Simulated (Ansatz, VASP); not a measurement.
SrGa3: VASP beside Ansatz

Contents of INCAR:

```
PREC = Accurate
ENCUT = 520
EDIFF = 1E-6
ISMEAR = 0
SIGMA = 0.05
LREAL = F
LASPH = T
NELM = 100
ALGO = Normal
ISIF = 2
LWAVE = F
LCHARG = F
GGA = PE
NBANDS = 32
```

The input KPOINTS:

```
regular mesh
0
Gamma
  8 8 8
```

Contents of POSCAR:

```
SrGa3
1.0
    4.5880700153      0.0000000000      0.0000000000
    0.0000000000      4.5880700153      0.0000000000
    0.0000000000      0.0000000000      4.5880700153
Sr Ga
1 3
Direct
    0.0000000000      0.0000000000      0.0000000000
    0.0000000000      0.5000000000      0.5000000000
    0.5000000000      0.5000000000      0.0000000000
    0.5000000000      0.0000000000      0.5000000000
```

Input for Ansatz:

```yaml
crystal:
  lattice:
    - [4.5880700153, 0.0, 0.0]
    - [0.0, 4.5880700153, 0.0]
    - [0.0, 0.0, 4.5880700153]
  atoms:
    - { symbol: Sr, position: [0.0, 0.0, 0.0] }
    - { symbol: Ga, position: [0.0, 0.5, 0.5] }
    - { symbol: Ga, position: [0.5, 0.5, 0.0] }
    - { symbol: Ga, position: [0.5, 0.0, 0.5] }
basis:
  ecutwfc: 420
  ecutrho_ratio: 4
kpoints:
  mp_grid: { grid: [8, 8, 8] }
hamiltonian:
  xc: pbe
scf:
  occupations: { method: gaussian, width: 0.05 }
output:
  forces: true
  stress: true
  eigenvalues: true
  write_density: true
  write_potential: true
  elf: true
  volumetric_format: npy
```

Alike in both runs: task single point; functional PBE; k mesh 8 × 8 × 8; occupations gaussian, width 0.05 eV; no spin polarisation.

```csv
,VASP,Ansatz
version,VASP 6.6.1,Ansatz 0.2.0
potentials or method,"VASP PAW PBE potentials, release 64 (Sr_sv, Ga_d), cutoff 520 eV","scalar-relativistic, plane waves, PAW"
valence electrons in the cell,49,49
```

Ansatz gave:

- gap on the k mesh at the Fermi level (eV): none
- pressure (GPa): -1.4

Question: Estimate VASP's values.

Answer: gap on the k mesh at the Fermi level (eV): none; pressure (GPa): -1.3.

A gap of «none» marks a metal or a gap that the smearing closes.
